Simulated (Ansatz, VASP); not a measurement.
# One calculation of Co, two programs

Contents of INCAR:

```
SYSTEM = Co
  ALGO = Normal
  DIPOL = 0.5 0.5 0.500
  EDIFF = 1E-7
  ENCUT = 520
  GGA = PE
  IDIPOL = 3
  ISIF = 2
  ISMEAR = -1
  ISPIN = 2
  LASPH = .TRUE.
  LCHARG = .FALSE.
  LDIPOL = .TRUE.
  LMAXMIX = 4
  LORBIT = 11
  LREAL = .FALSE.
  LWAVE = .FALSE.
  MAGMOM = 2 2 2 2 2 2
  NBANDS = 40
  NELM = 120
  PREC = Accurate
  SIGMA = 0.05
```

Contents of KPOINTS:

```
k-points
0
G
  12 12 1
  0 0 0
```

The input POSCAR:

```
Co
1.0
    2.4705617809      0.0000000000      0.0000000000
   -1.2352808904      2.1395692639      0.0000000000
    0.0000000000      0.0000000000     25.1102922500
Co
6
Direct
    0.6666666700      0.3333333400      0.2986823063
    0.0000000000      0.0000000000      0.3792093838
    0.3333333300      0.6666666600      0.4597364613
    0.0000000000      0.0000000000      0.5402635387
    0.6666666700      0.3333333400      0.6207906162
    0.0000000000      0.0000000000      0.7013176937
```

File input.yaml:

```yaml
crystal:
  lattice:
    - [2.4705617809, 0.0, 0.0]
    - [-1.2352808904, 2.1395692639, 0.0]
    - [0.0, 0.0, 25.11029225]
  atoms:
    - { symbol: Co, position: [0.66666667, 0.33333334, 0.2986823063], spin: 2.0 }
    - { symbol: Co, position: [0.0, 0.0, 0.3792093838], spin: 2.0 }
    - { symbol: Co, position: [0.33333333, 0.66666666, 0.4597364613], spin: 2.0 }
    - { symbol: Co, position: [0.0, 0.0, 0.5402635387], spin: 2.0 }
    - { symbol: Co, position: [0.66666667, 0.33333334, 0.6207906162], spin: 2.0 }
    - { symbol: Co, position: [0.0, 0.0, 0.7013176937], spin: 2.0 }
hamiltonian:
  xc: pbe
  pseudopotentials: { kind: paw }
magnetization:
  spin_polarized: true
kpoints:
  mp_grid: { grid: [12, 12, 1] }
scf:
  occupations: { method: fermi_dirac, width: 0.05 }
output:
  forces: true
  eigenvalues: true
efield:
  axis: 3
  dipole_correction: true
  ramp_width: 0.04
```

Alike in both runs: task single point; functional PBE; k mesh 12 × 12 × 1; occupations fermi-dirac, width 0.05 eV; collinear spin, ferromagnetic start.

|  | VASP | Ansatz |
| --- | --- | --- |
| version | VASP 6.6.1 | Ansatz 0.2.0 |
| potentials or method | VASP PAW PBE potentials, release 64 (Co) | Ansatz PAW |
| plane-wave cutoff (eV) | 520 | 420 |
| valence electrons in the cell | 54 | 102 |

VASP gave:

* gap on the k mesh at the Fermi level (eV): none
* rms of the force components (eV/Å): 0.193
* net moment per atom (μB): 1.66
* size of the moment on the site where the two differ most (μB): 1.67
* work function, face that differs most (eV): 4.99

**Question.** Estimate Ansatz's values.

**Answer.** gap on the k mesh at the Fermi level (eV): none; rms of the force components (eV/Å): 0.191; net moment per atom (μB): 1.67; size of the moment on the site where the two differ most (μB): 1.73; work function, face that differs most (eV): 5.01.

Site moments also hang on the region over which each program counts them. Atom by atom the forces differ by 0.008 eV/Å (rms over components). A gap of «none» marks a metal or a gap that the smearing closes. VASP's potentials hold 54 valence electrons a cell and Ansatz's 102, so a difference there can come from the potentials and not from the codes.
